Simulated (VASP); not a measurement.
# W (Pm-3m) in VASP: further runs, part 2 of 2

VASP 6.6.1. Earlier steps stand in the parts before.

**4. Relaxation of cell and atoms, PBE**

This run uses another cell than the first one, of 17.37 Å³/atom, 0.945 times its volume.

File INCAR:

```
SYSTEM = W
  ALGO = Normal
  EDIFF = 1E-6
  EDIFFG = -0.03
  ENCUT = 600
  GGA = PE
  IBRION = 2
  ISIF = 3
  ISMEAR = 1
  LASPH = .True.
  LCHARG = .False.
  LREAL = .False.
  LWAVE = .False.
  NELM = 80
  NSW = 80
  PREC = Accurate
  SIGMA = 0.1
```

File KPOINTS:

```
k-points
0
Gamma
  9 9 9
  0 0 0
```

File POSCAR:

```
W
1.0
    2.5900000000      0.0000000000      0.0000000000
    0.0000000000      2.5900000000      0.0000000000
    0.0000000000      0.0000000000      2.5900000000
W
1
Direct
    0.0000000000      0.0000000000      0.0000000000
```

Potentials or basis: VASP PAW PBE potentials, release 64 (W_sv).

The run is started by

```console
> cat potpaw_PBE.64/W_sv/POTCAR > POTCAR
> mpirun -np 1 vasp_std > vasp.out
```

OUTCAR:

```text
SYSTEM = W
   EDIFF = 1E-6
   EDIFFG = -0.03
   ENCUT = 600
   GGA = PE
   IBRION = 2
   ISIF = 3
   ISMEAR = 1
   LASPH = .True.
   LREAL = .False.
   NELM = 80
   NSW = 80
   PREC = Accurate

 ion  position               nearest neighbor table
   1  0.000  0.000  0.000-

  LATTYP: Found a simple cubic cell.
 ALAT       =     2.5900000000

  Lattice vectors:

 A1 = (   2.5900000000,   0.0000000000,   0.0000000000)
 A2 = (   0.0000000000,   2.5900000000,   0.0000000000)
 A3 = (   0.0000000000,   0.0000000000,   2.5900000000)

Analysis of symmetry for initial positions (statically):
=====================================================================
 Subroutine PRICEL returns:
 Original cell was already a primitive cell.

 Routine SETGRP: Setting up the symmetry group for a
 simple cubic supercell.

 Subroutine GETGRP returns: Found 48 space group operations
 (whereof 48 operations were pure point group operations)
 out of a pool of 48 trial point group operations.

The static configuration has the point symmetry O_h .

Analysis of symmetry for dynamics (positions and initial velocities):
=====================================================================
 Subroutine PRICEL returns:
 Original cell was already a primitive cell.

 Routine SETGRP: Setting up the symmetry group for a
 simple cubic supercell.

 Subroutine GETGRP returns: Found 48 space group operations
 (whereof 48 operations were pure point group operations)
 out of a pool of 48 trial point group operations.

The dynamic configuration has the point symmetry O_h .

 Subroutine INISYM returns: Found 48 space group operations
 (whereof 48 operations are pure point group operations),
 and found     1 'primitive' translations

----------------------------------------------------------------------------------------

                                     Primitive cell

  volume of cell :      17.3740

  direct lattice vectors                    reciprocal lattice vectors
     2.590000000  0.000000000  0.000000000     0.386100386  0.000000000  0.000000000
[... 94 lines left out ...]
   PSTRESS=    0.0 pullay stress
   NELECT =      14.0000    total number of electrons
   NUPDOWN=      -1.0000    fix difference up-down
   EMIN   =  10.00;   EMAX   =-10.00  energy-range for DOS
   EFERMI =   0.00;   METHOD = LEGACY
   ISMEAR =     1;   SIGMA  =   0.10  broadening in eV -4-tet -1-fermi 0-gaus
   EFERMI_NEDOS =   21; number of points for ismear=-14 and -15
   IALGO  =     38    algorithm
   IMIX   =      4    mixing-type and parameters
     AMIX     =   0.40;   BMIX     =  1.00
     AMIX_MAG =   1.60;   BMIX_MAG =  1.00
  volume/ion in A,a.u.               =      17.37       117.25
  Fermi-wavevector in a.u.,A,eV,Ry     =   1.523413  2.878834 31.576239  2.320788
  Thomas-Fermi vector in A             =   2.631860
   LORBIT       =      0    0 simple, 1 ext, 2 COOP (PROOUT), +10 PAW based schemes
   GGA     = PE    functional components
   LHFCALC =     F    Hartree Fock is set to
   AEXX    =    0.0000 exact exchange contribution
   IVDW    =     0    specifies the selected vdW correction
   LEPSILON=     F    determine dielectric tensor
   LRPA    =     F    only Hartree local field effects (RPA)
 conjugate gradient relaxation of ions
 non-spin polarized calculation
 Methfessel and Paxton  Order N= 1 SIGMA  =   0.10
  energy-cutoff  :      600.00
  volume of cell :       17.37
 maximum number of plane-waves:       588
 NGX is ok and might be reduce to    24
   NGX = 11   NGY = 11   NGZ = 11

--------------------------------------- Ionic step        1  -------------------------------------------

 number of electron      13.9999999 magnetization

 Free energy of the ion-electron system (eV)
  ---------------------------------------------------
  ext. energy  EPLUGINS =         0.00000000
  ---------------------------------------------------
  free energy    TOTEN  =       -11.44244327 eV

  energy without entropy =      -11.44008190  energy(sigma->0) =      -11.44165615

 E-fermi :  10.1997     XC(G=0): -12.9768

 val. band max:       10.1842244980   @ k =   0.4444   0.3333   0.1111
 cond. band min:      10.2050912320   @ k =   0.4444   0.4444   0.2222
 fundamental gap:      0.0208667340
 Fermi energy:        10.1997382753

 k-point     1 :       0.0000    0.0000    0.0000
  band No.  band energies     occupation
      1     -63.9915      2.00000
      2     -27.5259      2.00000
      3     -27.5259      2.00000
      4     -27.5259      2.00000
      5       1.2187      2.00000
      6       5.4501      2.00000
      7       5.4501      2.00000
      8      15.1185      0.00000
      9      15.1185      0.00000
     10      15.1185      0.00000
     11      25.1723      0.00000
[... 426 lines left out ...]
--------------------------------------- Ionic step        4  -------------------------------------------

 number of electron      14.0000001 magnetization

 Free energy of the ion-electron system (eV)
  ---------------------------------------------------
  ext. energy  EPLUGINS =         0.00000000
  ---------------------------------------------------
  free energy    TOTEN  =       -11.48729589 eV

  energy without entropy =      -11.48574273  energy(sigma->0) =      -11.48677817

 E-fermi :   9.3974     XC(G=0): -12.6448

 val. band max:        9.3185228202   @ k =   0.4444   0.4444   0.2222
 cond. band min:       9.4222127927   @ k =   0.4444   0.3333   0.1111
 fundamental gap:      0.1036899725
 Fermi energy:         9.3973565950

 k-point     1 :       0.0000    0.0000    0.0000
  band No.  band energies     occupation
      1     -64.8210      2.00000
      2     -28.4450      2.00000
      3     -28.4450      2.00000
      4     -28.4450      2.00000
      5       0.7372      2.00000
      6       4.9994      2.00000
      7       4.9994      2.00000
      8      13.9265      0.00000
      9      13.9265      0.00000
     10      13.9265      0.00000
     11      23.8375      0.00000
[... 350 lines left out ...]
  FREE ENERGIE OF THE ION-ELECTRON SYSTEM (eV)
  ---------------------------------------------------
  free  energy   TOTEN  =       -11.4872958902 eV

  energy  without entropy=      -11.4857427274  energy(sigma->0) =      -11.48677817

 reached required accuracy - stopping structural energy minimisation
```

CONTCAR:

```text
W
   1.00000000000000
     2.6429898774175768   -0.0000000000000000   -0.0000000000000000
     0.0000000000000000    2.6429898774175768    0.0000000000000000
    -0.0000000000000000    0.0000000000000000    2.6429898774175768
  W
     1
Direct
     0.0000000000000000    0.0000000000000000    0.0000000000000000

  0.00000000E+00  0.00000000E+00  0.00000000E+00
```

Wall time 29 s (1 thread of Intel Xeon 8259CL, shared host); peak memory 0.15 GiB.

What came out:

```yaml
Free_energy: -11.4873 eV
Relaxed_volume: 18.46 Å³/atom
Relaxed_cell: a = 2.643 Å, b = 2.643 Å, c = 2.643 Å, α = 90.00°, β = 90.00°, γ = 90.00°
Space_group_after_relaxing_to_0.05_Å: Pm-3m (No. 221)
Energy_gained_by_relaxing: 44.9 meV/atom
Ionic_steps: 4
Pressure_after_relaxing: -0.1 GPa
Band_gap_on_the_k_mesh: zero (band 7 reaches 10.99 eV, above the bottom of band 8 at 8.77 eV)
```

Step by step:
| step | energy change (eV) | largest force (eV/Å) | pressure (GPa) | volume (Å³) |
| --- | --- | --- | --- | --- |
| 1 | 0.0000 | 0.0000 | 13.85 | 17.37 |
| 2 | 0.2013 | 0.0000 | -23.29 | 21.43 |
| 3 | -0.0448 | 0.0000 | -0.50 | 18.51 |
| 4 | -0.0449 | 0.0000 | -0.07 | 18.46 |

Final structure:
```cif
data_structure
_symmetry_space_group_name_H-M 'P 1'
_symmetry_Int_Tables_number 1
_cell_length_a 2.6430
_cell_length_b 2.6430
_cell_length_c 2.6430
_cell_angle_alpha 90.000
_cell_angle_beta 90.000
_cell_angle_gamma 90.000
_cell_volume 18.46
loop_
_atom_site_label
_atom_site_type_symbol
_atom_site_fract_x
_atom_site_fract_y
_atom_site_fract_z
_atom_site_occupancy
W1 W 0.00000 0.00000 0.00000 1
```

Levels at points of the mesh, in eV from the Fermi level:
```
           k point  band 4  band 5  band 6  band 7  band 8  band 9  band 10  band 11
(0.00, 0.00, 0.00)  -37.84   -8.66   -4.40   -4.40    4.53    4.53     4.53    14.44
```

Caveat: spin-orbit coupling is left out, which moves the levels of the heavy elements.

**5. Relaxation of cell and atoms, PBE**

File INCAR:

```
SYSTEM = W
  ALGO = Normal
  EDIFF = 1E-7
  EDIFFG = -0.03
  ENCUT = 600
  GGA = PE
  IBRION = 2
  ISIF = 3
  ISMEAR = 1
  LASPH = .TRUE.
  LCHARG = .FALSE.
  LREAL = .FALSE.
  LWAVE = .FALSE.
  NELM = 80
  NSW = 80
  PREC = Accurate
  SIGMA = 0.1
```

File KPOINTS:

```
k-points
0
G
  8 8 8
  0 0 0
```

File POSCAR:

```
W
1.0
    2.6396560286      0.0000000000      0.0000000000
    0.0000000000      2.6396560286      0.0000000000
    0.0000000000      0.0000000000      2.6396560286
W
1
Direct
    0.0000000000      0.0000000000      0.0000000000
```

Potentials or basis: VASP PAW PBE potentials, release 64 (W_sv).

The run is started by

```console
> cat potpaw_PBE.64/W_sv/POTCAR > POTCAR
> mpirun -np 1 vasp_std > vasp.out
```

OUTCAR:

```text
SYSTEM = W
   EDIFF = 1E-7
   EDIFFG = -0.03
   ENCUT = 600
   GGA = PE
   IBRION = 2
   ISIF = 3
   ISMEAR = 1
   LASPH = .TRUE.
   LREAL = .FALSE.
   NELM = 80
   NSW = 80
   PREC = Accurate

 ion  position               nearest neighbor table
   1  0.000  0.000  0.000-

  LATTYP: Found a simple cubic cell.
 ALAT       =     2.6396560286

  Lattice vectors:

 A1 = (   2.6396560286,   0.0000000000,   0.0000000000)
 A2 = (   0.0000000000,   2.6396560286,   0.0000000000)
 A3 = (   0.0000000000,   0.0000000000,   2.6396560286)

Analysis of symmetry for initial positions (statically):
=====================================================================
 Subroutine PRICEL returns:
 Original cell was already a primitive cell.

 Routine SETGRP: Setting up the symmetry group for a
 simple cubic supercell.

 Subroutine GETGRP returns: Found 48 space group operations
 (whereof 48 operations were pure point group operations)
 out of a pool of 48 trial point group operations.

The static configuration has the point symmetry O_h .

Analysis of symmetry for dynamics (positions and initial velocities):
=====================================================================
 Subroutine PRICEL returns:
 Original cell was already a primitive cell.

 Routine SETGRP: Setting up the symmetry group for a
 simple cubic supercell.

 Subroutine GETGRP returns: Found 48 space group operations
 (whereof 48 operations were pure point group operations)
 out of a pool of 48 trial point group operations.

The dynamic configuration has the point symmetry O_h .

 Subroutine INISYM returns: Found 48 space group operations
 (whereof 48 operations are pure point group operations),
 and found     1 'primitive' translations

----------------------------------------------------------------------------------------
[... 122 lines left out ...]
 conjugate gradient relaxation of ions
 non-spin polarized calculation
 Methfessel and Paxton  Order N= 1 SIGMA  =   0.10
  energy-cutoff  :      600.00
  volume of cell :       18.39
 maximum number of plane-waves:       627
 NGX is ok and might be reduce to    24
   NGX = 11   NGY = 11   NGZ = 11

--------------------------------------- Ionic step        1  -------------------------------------------

 number of electron      14.0000001 magnetization

 Free energy of the ion-electron system (eV)
  ---------------------------------------------------
  ext. energy  EPLUGINS =         0.00000000
  ---------------------------------------------------
  free energy    TOTEN  =       -11.45326937 eV

  energy without entropy =      -11.45203129  energy(sigma->0) =      -11.45285668

------------------------ aborting loop because EDIFF is reached ----------------------------------------

  FORCE on cell =-STRESS in cart. coord.  units (eV):
  Direction    XX          YY          ZZ          XY          YZ          ZX
  --------------------------------------------------------------------------------------
  -------------------------------------------------------------------------------------
  Total        0.1185140      0.1185140      0.1185140      0.0000000     -0.0000000      0.0000000
  in kB       10.3237662     10.3237662     10.3237662      0.0000000     -0.0000000      0.0000000
  external PRESSURE =      10.3237662 kB  Pullay stress =       0.0000000 kB
[... 57 lines left out ...]
--------------------------------------- Ionic step        3  -------------------------------------------

 number of electron      14.0000002 magnetization

 Free energy of the ion-electron system (eV)
  ---------------------------------------------------
  ext. energy  EPLUGINS =         0.00000000
  ---------------------------------------------------
  free energy    TOTEN  =       -11.45355005 eV

  energy without entropy =      -11.45227552  energy(sigma->0) =      -11.45312521

 E-fermi :   9.3242     XC(G=0): -12.6471

 val. band max:        9.3053527663   @ k =   0.5000   0.5000   0.1250
 cond. band min:       9.3531494259   @ k =   0.3750   0.2500   0.1250
 fundamental gap:      0.0477966596
 Fermi energy:         9.3242001515

 k-point     1 :       0.0000    0.0000    0.0000
  band No.  band energies     occupation
      1     -64.8856      2.00000
      2     -28.5079      2.00000
      3     -28.5079      2.00000
      4     -28.5079      2.00000
      5       0.7276      2.00000
      6       4.9594      2.00000
      7       4.9594      2.00000
      8      13.8732      0.00000
      9      13.8732      0.00000
     10      13.8732      0.00000
     11      23.8164      0.00000
[... 309 lines left out ...]
 k-point    24 :       0.5000    0.3750    0.1250
  band No.  band energies     occupation
      1     -64.7033      2.00000
      2     -29.5764      2.00000
      3     -29.3907      2.00000
      4     -28.4832      2.00000
      5       4.4099      2.00000
      6       7.0052      2.00000
      7       9.1551      2.03789
      8       9.6494     -0.00004
      9      12.8169      0.00000
     10      15.2726      0.00000
     11      17.9539      0.00000

 [... further k-points ...]
[... 5 lines left out ...]
  --------------------------------------------------------------------------------------
  -------------------------------------------------------------------------------------
  Total        0.0007851      0.0007851      0.0007851      0.0000000     -0.0000000      0.0000000
  in kB        0.0680631      0.0680631      0.0680631      0.0000000     -0.0000000      0.0000000
  external PRESSURE =       0.0680631 kB  Pullay stress =       0.0000000 kB
[... 16 lines left out ...]
  FREE ENERGIE OF THE ION-ELECTRON SYSTEM (eV)
  ---------------------------------------------------
  free  energy   TOTEN  =       -11.4535500488 eV

  energy  without entropy=      -11.4522755220  energy(sigma->0) =      -11.45312521

 reached required accuracy - stopping structural energy minimisation
```

OSZICAR:

```text
N       E                     dE             d eps       ncg     rms          rms(c)
DAV:   1     0.837524077240E+02    0.83752E+02   -0.86414E+03   770   0.155E+03
DAV:   2    -0.101088831620E+02   -0.93861E+02   -0.90261E+02   833   0.344E+02
DAV:   3    -0.118817531873E+02   -0.17729E+01   -0.17534E+01   880   0.468E+01
[... 21 lines left out ...]
DAV:   3    -0.114535002919E+02    0.27921E-02   -0.76961E-03   794   0.113E+00    0.315E-01
DAV:   4    -0.114535543897E+02   -0.54098E-04   -0.27729E-04   776   0.206E-01    0.184E-02
DAV:   5    -0.114535508323E+02    0.35574E-05   -0.17184E-05   788   0.509E-02    0.471E-03
DAV:   6    -0.114535500829E+02    0.74940E-06   -0.28772E-07   773   0.757E-03    0.410E-04
DAV:   7    -0.114535500488E+02    0.34178E-07   -0.66167E-09   388   0.120E-03
   3 F= -.11453550E+02 E0= -.11453125E+02  d E =-.280679E-03
```

Run time: 31 s. Hardware: 1 thread of Intel Xeon 8259CL, shared host; peak memory 0.14 GiB.

Results:

```
Free energy                            : -11.4536 eV
Relaxed volume                         : 18.48 Å³/atom
Relaxed cell                           : a = 2.644 Å, b = 2.644 Å, c = 2.644 Å, α = 90.00°, β = 90.00°, γ = 90.00°
Space group after relaxing (to 0.05 Å) : Pm-3m (No. 221)
Energy gained by relaxing              : 0.3 meV/atom
Ionic steps                            : 3
Pressure after relaxing                : 0.0 GPa
Band gap on the k mesh                 : zero (band 7 reaches 11.10 eV, above the bottom of band 8 at 8.90 eV)
```

The path:
```csv
step,energy change (eV),largest force (eV/Å),pressure (GPa),volume (Å³)
1,0.0000,0.0000,1.03,18.39
2,0.0016,0.0000,-2.57,18.71
3,-0.0003,0.0000,0.01,18.48
```

Final structure:
```yaml
crystal:
  lattice:
    - [2.64386, 0.00000, 0.00000]
    - [0.00000, 2.64386, 0.00000]
    - [0.00000, 0.00000, 2.64386]
  atoms:
    - { symbol: W, position: [0.00000, 0.00000, 0.00000] }
```

Caveat: spin-orbit coupling is left out, which moves the levels of the heavy elements.

**6. Summary**

| task | cell | k mesh | cutoff (eV) | gap on the mesh (eV) | pressure (GPa) | relaxed volume (Å³/atom) |
| --- | --- | --- | --- | --- | --- | --- |
| single point | a = 2.640 Å, 1 atom | 9 × 9 × 9 | 520 | none | 0.7 | - |
| single point | a = 2.642 Å, 1 atom | 8 × 8 × 8 | 520 | none | 0.5 | - |
| relaxation of cell and atoms | relaxed from a = 2.590 Å, 1 atom | 9 × 9 × 9 | 600 | none | -0.1 | 18.46 |
| relaxation of cell and atoms | relaxed from a = 2.640 Å, 1 atom | 8 × 8 × 8 | 600 | none | 0.0 | 18.48 |

Alike in all rows: level PBE; potentials or basis VASP PAW PBE potentials, release 64 (W_sv); no spin polarisation; smearing methfessel-paxton 0.1 eV.

Caveats: spin-orbit coupling is left out, which moves the levels of the heavy elements.

Absolute energies hang on the potentials; compare differences alone.
